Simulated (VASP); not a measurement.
Write the native input for VASP 6.6.1 that does the following.

```yaml
Task: single point
Functional: PBE
Potentials_or_basis: VASP PAW PBE potentials, release 64 (Mg, H)
Cutoff: 520 eV
k_mesh: 4 × 4 × 6
Occupations: gaussian, width 0.01 eV
Spin: no spin polarisation
Dipole_correction: no
Further_INCAR_settings: ALGO = Normal; EDIFF = 1e-06; NBANDS = 13
```

The structure of MgH2 lies in POSCAR:

```
MgH2
1.0
    4.4849452995      0.0000000000      0.0000000000
    0.0000000000      4.4849452995      0.0000000000
    0.0000000000      0.0000000000      2.9964065034
Mg H
2 4
Direct
    0.0000000000      0.0000000000      0.0000000000
    0.5000000000      0.5000000000      0.5000000000
    0.3046827735      0.3046827735      0.0000000000
    0.1953172265      0.8046827735      0.5000000000
    0.6953172265      0.6953172265      0.0000000000
    0.8046827735      0.1953172265      0.5000000000
```

The input as run:

INCAR

```
PREC = Accurate
ENCUT = 520
EDIFF = 1E-6
ISMEAR = 0
SIGMA = 0.01
LREAL = F
LASPH = T
NELM = 60
ALGO = Normal
ISIF = 2
LWAVE = F
LCHARG = F
GGA = PE
NBANDS = 13
```

KPOINTS

```
Automatic mesh
0
Gamma
  4 4 6
```

Potentials or basis: VASP PAW PBE potentials, release 64 (Mg, H).

Command:

```sh
$ cat potpaw_PBE.64/Mg/POTCAR potpaw_PBE.64/H/POTCAR > POTCAR
$ mpirun -np 1 vasp_std > vasp.out
```

It gave:

* Pressure: 0.8 GPa
* Largest force: 0.016 eV/Å
* Band gap on the k mesh: 3.94 eV, indirect (least direct gap 4.76 eV)

Run time: 27 s on 1 thread of AMD EPYC 7R13 Processor (Zen 3), with other jobs on the host, peak memory 0.15 GiB.
